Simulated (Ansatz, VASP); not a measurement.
TaCrS3: VASP beside Ansatz

```
Ta Cr S
1.0
     4.48316    0.00000    0.00000
     0.00000    4.48316    0.00000
     0.00000    0.00000    4.48316
Ta Cr S
1 1 3
Direct
  0.00000 0.00000 0.00000
  0.50000 0.50000 0.50000
  0.00000 0.50000 0.50000
  0.50000 0.00000 0.50000
  0.50000 0.50000 0.00000
```

Alike in both runs: functional PBE; k mesh 8 × 8 × 8; occupations gaussian, width 0.1 eV; collinear spin.

Ansatz relaxed the structure, and its values are those at the end. VASP's run is a single point on that final structure, the one shown.

|  | VASP | Ansatz |
| --- | --- | --- |
| version | VASP 6.6.1 | Ansatz 0.2.0 |
| potentials or method | VASP PAW PBE potentials, release 64 (Ta_pv, Cr_pv, S), cutoff 520 eV | scalar-relativistic, plane waves, PAW |
| valence electrons in the cell | 41 | 45 |

|  | VASP | Ansatz | Ansatz less VASP |
| --- | --- | --- | --- |
| gap on the k mesh at the Fermi level (eV) | none | none | - |
| pressure (GPa) | 0.0 | 0.0 | +0.06 |
| net moment per atom (μB) | 0.93 | 0.93 | -0.001 |
| size of the moment on the site where the two differ most (μB) | 2.51 | 2.25 | -0.256 |

Site moments also hang on the region over which each program counts them. A gap of «none» marks a metal or a gap that the smearing closes. VASP's potentials hold 41 valence electrons a cell and Ansatz's 45, so a difference there can come from the potentials and not from the codes.

Neither program's run includes spin-orbit coupling.
